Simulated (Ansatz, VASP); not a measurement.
## RbBr: VASP beside Ansatz

```xyz
2
Lattice="0.0000 3.4275 3.4275 3.4275 0.0000 3.4275 3.4275 3.4275 0.0000" Properties=species:S:1:pos:R:3 pbc="T T T"
Rb    0.0000    0.0000    0.0000
Br    3.4275    3.5775    3.4275
```

Change from the starting cell: one atom moved.

Alike in both runs: task single point; functional PBEsol; k mesh 6 × 6 × 6; occupations gaussian, width 0.02 eV; no spin polarisation.

```csv
,VASP,Ansatz
version,VASP 6.6.1,Ansatz 0.2.0
potentials or method,"VASP PAW PBE potentials, release 64 (Rb_sv, Br), cutoff 520 eV","scalar-relativistic, plane waves, PAW"
valence electrons in the cell,16,16
```

|  | VASP | Ansatz | Ansatz less VASP |
| --- | --- | --- | --- |
| gap on the k mesh at the Fermi level (eV) | 4.22 | 4.22 | +0.002 |
| least direct gap on the mesh (eV) | 4.22 | 4.22 | +0.002 |
| pressure (GPa) | 0.1 | 0.0 | -0.04 |
| traceless stress, the component that is largest in VASP (GPa) | 0.27 | 0.27 | -0.004 |
| rms of the force components (eV/Å) | 0.102 | 0.100 | -0.0016 |

VASP's potentials were made for PBE, not for PBEsol. Atom by atom the forces differ by 0.002 eV/Å (rms over components).
